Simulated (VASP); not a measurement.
# BP (F-43m) in VASP: vibrations by perturbation theory with LDA

Aim: the vibrations by perturbation theory of BP with LDA.

Everything below comes from runs of VASP 6.6.1. Logs are shortened: lines on timing, memory, paths and dates and some standing lists are left out, and cuts for length are marked.

### 1 The cell of the first run

It takes space group F-43m (No. 216, cubic). The conventional cell has a = 4.279 Å, b = 4.279 Å, c = 4.279 Å, α = 90.00°, β = 90.00°, γ = 90.00°. B (site symmetry -43m) has 4 P at 1.85 Å within 2.5 Å. P (site symmetry -43m) has 4 B at 1.85 Å within 2.5 Å.

### 2 Vibrations by perturbation theory, LDA

Contents of INCAR:

```
SYSTEM = BP
PREC = Accurate
ENCUT = 500
EDIFF = 1E-8
ISMEAR = 0
SIGMA = 0.01
LREAL = .False.
LASPH = .True.
NELM = 120
ALGO = Normal
ISIF = 2
LWAVE = .False.
LCHARG = .False.
IBRION = 8
NSW = 1
LEPSILON = .True.
GGA_COMPAT = .False.
```

Contents of KPOINTS:

```
regular mesh
0
Gamma
  12 12 12
  0 0 0
```

Contents of POSCAR:

```
BP
1.0
    0.0000000000      2.1394742201      2.1394742201
    2.1394742201      0.0000000000      2.1394742201
    2.1394742201      2.1394742201      0.0000000000
B P
1 1
Direct
    0.0000000000      0.0000000000      0.0000000000
    0.2500000000      0.2500000000      0.2500000000
```

Potentials or basis: VASP PAW LDA potentials, release 64 (B, P).

The run is started by

```console
$ cat potpaw_LDA.64/B/POTCAR potpaw_LDA.64/P/POTCAR > POTCAR
$ mpirun -np 1 vasp_std > vasp.out
```

OUTCAR:

```text
SYSTEM = BP
   PREC = Accurate
   ENCUT = 500
   EDIFF = 1E-8
   ISMEAR = 0
   LREAL = .False.
   LASPH = .True.
   NELM = 120
   ISIF = 2
   IBRION = 8
   NSW = 1
   LEPSILON = .True.

 ion  position               nearest neighbor table
   1  0.000  0.000  0.000-   2 1.85   2 1.85   2 1.85   2 1.85
   2  0.250  0.250  0.250-   1 1.85   1 1.85   1 1.85   1 1.85

  LATTYP: Found a face centered cubic cell.
 ALAT       =     4.2789484402

  Lattice vectors:

 A1 = (   0.0000000000,   2.1394742201,   2.1394742201)
 A2 = (   2.1394742201,   0.0000000000,   2.1394742201)
 A3 = (   2.1394742201,   2.1394742201,   0.0000000000)

Analysis of symmetry for initial positions (statically):
=====================================================================
 Subroutine PRICEL returns:
 Original cell was already a primitive cell.

 Routine SETGRP: Setting up the symmetry group for a
 face centered cubic supercell.

 Subroutine GETGRP returns: Found 24 space group operations
 (whereof 24 operations were pure point group operations)
 out of a pool of 48 trial point group operations.

The static configuration has the point symmetry T_d .

Analysis of symmetry for dynamics (positions and initial velocities):
=====================================================================
 Subroutine PRICEL returns:
 Original cell was already a primitive cell.

 Routine SETGRP: Setting up the symmetry group for a
 face centered cubic supercell.

 Subroutine GETGRP returns: Found 24 space group operations
 (whereof 24 operations were pure point group operations)
 out of a pool of 48 trial point group operations.

The dynamic configuration has the point symmetry T_d .

 Subroutine INISYM returns: Found 24 space group operations
 (whereof 24 operations are pure point group operations),
 and found     1 'primitive' translations

----------------------------------------------------------------------------------------

                                     Primitive cell

  volume of cell :      19.5862

  direct lattice vectors                    reciprocal lattice vectors
     0.000000000  2.139474220  2.139474220    -0.233702278  0.233702278  0.233702278
     2.139474220  0.000000000  2.139474220     0.233702278 -0.233702278  0.233702278
     2.139474220  2.139474220  0.000000000     0.233702278  0.233702278 -0.233702278

  length of vectors
     3.025673458  3.025673458  3.025673458     0.404784220  0.404784220  0.404784220

  position of ions in fractional coordinates (direct lattice)
     0.000000000  0.000000000  0.000000000
     0.250000000  0.250000000  0.250000000

  ion indices of the primitive-cell ions
   primitive index   ion index
                 1           1
                 2           2

----------------------------------------------------------------------------------------

 KPOINTS: regular mesh

Automatic generation of k-mesh.
 Grid dimensions read from file:
 generate k-points for:   12   12   12

 Generating k-lattice:

  Cartesian coordinates                     Fractional coordinates (reciprocal lattice)
[... 413 lines left out ...]
 Free energy of the ion-electron system (eV)
  ---------------------------------------------------
  ---------------------------------------------------
  free energy    TOTEN  =        -0.46567590 eV

  energy without entropy =       -0.46567590

------------------------ aborting loop because EDIFF is reached ----------------------------------------

--------------------------------------- Ionic step        2  -------------------------------------------

------------------------ aborting loop because EDIFF is reached ----------------------------------------

--------------------------------------- Ionic step        3  -------------------------------------------

------------------------ aborting loop because EDIFF is reached ----------------------------------------

 PIEZOELECTRIC TENSOR FIELD DIRECTION 3  (e Angst)
 -----------------------------------------------------------------------------
    -0.00081  0.52335  0.00000           ( -0.00000  0.07738  0.00000)
     0.52335 -0.00081  0.00000           (  0.07738 -0.00000  0.00000)
     0.00000  0.00000  0.00055           (  0.00000  0.00000 -0.00000)

 PIEZOELECTRIC TENSOR FIELD DIRECTION 3  (C/m^2)
 -----------------------------------------------------------------------------
    -0.00066  0.42811  0.00000
     0.42811 -0.00066  0.00000
     0.00000  0.00000  0.00045

--------------------------------------- Ionic step        4  -------------------------------------------

------------------------ aborting loop because EDIFF is reached ----------------------------------------

[... ionic steps 5 to 6 ...]

--------------------------------------- Ionic step        7  -------------------------------------------

 Free energy of the ion-electron system (eV)
  ---------------------------------------------------
  ---------------------------------------------------
  free energy    TOTEN  =        -0.04077273 eV

  energy without entropy =       -0.04077273

------------------------ aborting loop because EDIFF is reached ----------------------------------------

 INTERNAL STRAIN TENSOR  FOR ION    2  DIRECTION 1   (eV/Angst):
 -----------------------------------------------------------------------------
     0.00572  0.00000  0.00000
     0.00000 -0.00042-14.93100
     0.00000-14.93100 -0.00042

 MACROSCOPIC STATIC DIELECTRIC TENSOR (including local field effects in DFT)
 ------------------------------------------------------
           9.218382     0.000000     0.000000
           0.000000     9.218382    -0.000000
           0.000000     0.000000     9.218382
 ------------------------------------------------------

 PIEZOELECTRIC TENSOR (including local field effects)  for field in x, y, z        (e  Angst)
          XX          YY          ZZ          XY          YZ          ZX
  --------------------------------------------------------------------------------
  x     0.00000     0.00000     0.00000     0.00000     0.52053     0.00000
  y    -0.00000    -0.00000    -0.00000     0.00000     0.00000     0.52053
  z     0.00000     0.00000    -0.00000     0.52053     0.00000     0.00000

 PIEZOELECTRIC TENSOR (including local field effects)  for field in x, y, z        (C/m^2)
          XX          YY          ZZ          XY          YZ          ZX
  --------------------------------------------------------------------------------
  x     0.00000     0.00000     0.00000     0.00000     0.42580     0.00000
  y    -0.00000    -0.00000    -0.00000     0.00000     0.00000     0.42580
  z     0.00000     0.00000    -0.00000     0.42580     0.00000     0.00000

 BORN EFFECTIVE CHARGES (including local field effects) (in |e|, cummulative output)
 ---------------------------------------------------------------------------------
 ion    1
    1    -1.10143    -0.00000    -0.00000
    2     0.00000    -1.10143    -0.00000
    3    -0.00000     0.00000    -1.10143
 ion    2
    1     1.10143     0.00000     0.00000
    2    -0.00000     1.10143     0.00000
    3     0.00000    -0.00000     1.10143

 INTERNAL STRAIN TENSOR FOR ION    2 for displacements in x,y,z  (eV/Angst):
          X           Y           Z          XY          YZ          ZX
  --------------------------------------------------------------------------------
  x     0.00000    -0.00000    -0.00000     0.00000   -14.93100     0.00000
  y    -0.00000    -0.00000    -0.00000     0.00000     0.00000   -14.93100
  z    -0.00000    -0.00000     0.00000   -14.93100     0.00000     0.00000

 SECOND DERIVATIVES (NOT SYMMETRIZED)
 ------------------------------------
               1X          1Y          1Z          2X          2Y          2Z
  1X   -26.323854    0.000000    0.000000   26.323854    0.000000    0.000000
  1Y     0.000000  -26.323854    0.000000    0.000000   26.323854    0.000000
  1Z     0.000000    0.000000  -26.323854    0.000000    0.000000   26.323854
  2X    26.328240    0.000000    0.000000  -26.328240    0.000000    0.000000
  2Y     0.000000   26.328240    0.000000    0.000000  -26.328240    0.000000
  2Z     0.000000    0.000000   26.328240    0.000000    0.000000  -26.328240

 Eigenvectors and eigenvalues of the dynamical matrix
 ----------------------------------------------------

   1 f  =   28.334363 THz   178.030051 2PiTHz  945.132603 cm-1   117.181455 meV
             X         Y         Z           dx          dy          dz
      0.000000  0.000000  0.000000     0.000000    0.860952    0.000000
      1.069737  1.069737  1.069737     0.000000   -0.508686    0.000000
[... 21 lines left out ...]
   6 f/i=    0.001034 THz     0.006494 2PiTHz    0.034475 cm-1     0.004274 meV
             X         Y         Z           dx          dy          dz
      0.000000  0.000000  0.000000     0.000000    0.000000   -0.508686
      1.069737  1.069737  1.069737     0.000000    0.000000   -0.860952

--------------------------------------------------------------------------------------------------------

 MACROSCOPIC STATIC DIELECTRIC TENSOR IONIC CONTRIBUTION
 ------------------------------------------------------
           0.425741    -0.000000     0.000000
          -0.000000     0.425741    -0.000000
           0.000000    -0.000000     0.425741
 ------------------------------------------------------

 ELASTIC MODULI CONTR FROM IONIC RELAXATION (kBar)
 Direction    XX          YY          ZZ          XY          YZ          ZX
 --------------------------------------------------------------------------------
 XX          -0.0000      0.0000      0.0000     -0.0000      0.0000     -0.0000
 YY           0.0000     -0.0000      0.0000     -0.0000     -0.0000     -0.0000
 ZZ           0.0000      0.0000     -0.0000      0.0000     -0.0000     -0.0000
 XY          -0.0000     -0.0000      0.0000   -716.6320     -0.0000      0.0000
 YZ           0.0000     -0.0000     -0.0000     -0.0000   -716.6320      0.0000
 ZX          -0.0000     -0.0000     -0.0000      0.0000      0.0000   -716.6320
 --------------------------------------------------------------------------------

 PIEZOELECTRIC TENSOR IONIC CONTR  for field in x, y, z        (C/m^2)
          XX          YY          ZZ          XY          YZ          ZX
  --------------------------------------------------------------------------------
  x     0.00000    -0.00000    -0.00000    -0.00000    -0.51975     0.00000
  y    -0.00000    -0.00000    -0.00000     0.00000     0.00000    -0.51975
  z    -0.00000    -0.00000     0.00000    -0.51975    -0.00000     0.00000
```

It took 4.1 min on 1 thread of Intel Xeon 8259CL, shared host; peak memory 0.23 GiB.

Results:

```
Electronic dielectric tensor (diagonal)                 : 9.22
Born charges (mean of the diagonal)                     : B -1.10; P +1.10 e
Highest phonon frequency at Γ, LO-TO splitting left out : 945 cm⁻¹
```

Phonon frequencies in cm⁻¹ (negative: imaginary):
| q point | frequencies |
| --- | --- |
| (0.000, 0.000, 0.000) | 0 0 0 945 945 945 |

Electronic dielectric tensor:
```
9.22 0.00 0.00
0.00 9.22 0.00
0.00 0.00 9.22
```

Born effective charge tensors (e):
atom 1, B
```
-1.10  0.00  0.00
 0.00 -1.10  0.00
 0.00  0.00 -1.10
```
atom 2, P
```
1.10 0.00 0.00
0.00 1.10 0.00
0.00 0.00 1.10
```

Caveat: the cell stands under pressure or tension, which shifts response properties.
